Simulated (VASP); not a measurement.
Wanted: the native input for a VASP 6.6.1 run.

* Task: single point
* Functional: PBE
* Potentials or basis: VASP PAW PBE potentials, release 64 (In_d, Sb)
* Cutoff: 520 eV
* k mesh: 10 × 10 × 10
* Occupations: gaussian, width 0.15 eV
* Spin: no spin polarisation
* Dipole correction: no
* Further INCAR settings: ALGO = Normal; EDIFF = 1e-07; NBANDS = 22

The structure of InSb3 lies in POSCAR:

```
InSb3
1.0
    4.8979861223      0.0000000000      0.0000000000
    0.0000000000      4.8979861223      0.0000000000
    0.0000000000      0.0000000000      4.8979861223
In Sb
1 3
Direct
    0.0000000000      0.0000000000      0.0000000000
    0.5000000000      0.0000000000      0.5000000000
    0.0000000000      0.5000000000      0.5000000000
    0.5000000000      0.5000000000      0.0000000000
```

These files were run (other wordings do the same):

INCAR

```
SYSTEM = InSb3
PREC = Accurate
ENCUT = 520
EDIFF = 1E-7
ISMEAR = 0
SIGMA = 0.15
LREAL = .False.
LASPH = .True.
NELM = 80
ALGO = Normal
ISIF = 2
LWAVE = .False.
LCHARG = .True.
GGA = PE
LELF = .True.
LVHAR = .True.
NBANDS = 22
```

KPOINTS

```
Automatic mesh
0
Gamma
  10 10 10
  0 0 0
```

Potentials or basis: VASP PAW PBE potentials, release 64 (In_d, Sb).

The run is started by

```sh
$ cat potpaw_PBE.64/In_d/POTCAR potpaw_PBE.64/Sb/POTCAR > POTCAR
$ mpirun -np 1 vasp_std > vasp.out
```

It gave:

The pressure is -2.4 GPa and the band gap on the k mesh is zero (bands 14 and 15 overlap by 4.26 eV).

Caveat: spin-orbit coupling is left out, which moves the levels of the heavy elements.

Run time: 47 s on 1 thread of Intel(R) Xeon(R) 6975P-C (Granite Rapids) (shared host), peak memory 0.29 GiB.
